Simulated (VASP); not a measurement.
Te2Mo:

```
Te Mo
1.0
     6.37192    0.00000    0.00000
     0.00000    3.49197    0.00000
    -0.95307    0.00000   13.91920
Te Mo
8 4
Direct
  0.94370 0.75000 0.60450
  0.05630 0.25000 0.39550
  0.90300 0.25000 0.85140
  0.09700 0.75000 0.14860
  0.41120 0.75000 0.89550
  0.58880 0.25000 0.10450
  0.44320 0.25000 0.64840
  0.55680 0.75000 0.35160
  0.81670 0.75000 0.99260
  0.18330 0.25000 0.00740
  0.68190 0.25000 0.49340
  0.31810 0.75000 0.50660
```

Base run:

```yaml
Program: VASP 6.6.1
Functional: PBE
Potentials_or_basis: VASP PAW PBE potentials, release 64 (Te, Mo_sv)
Cutoff: 520 eV
k_mesh: 4 × 8 × 2
Occupations: fermi-dirac, width 0.05 eV
Spin: no spin polarisation
```

Its results: band gap on the k mesh zero (bands 52 and 53 overlap by 0.16 eV); pressure 0.6 GPa; largest force 0.226 eV/Å.

Q: The run is repeated on the same cell with these changes: functional from PBE to RPBE; dispersion from none to D3(BJ). What comes out?

A: Band gap on the k mesh zero (bands 52 and 53 overlap by 0.16 eV); pressure -18.8 GPa; largest force 1.081 eV/Å.

Several settings changed at once.

Caveats: spin-orbit coupling is left out, which moves the levels of the heavy elements; the cell stands under tension (at least some runs); the PAW data sets were made with another functional, which shifts forces and pressure a little (at least some runs).
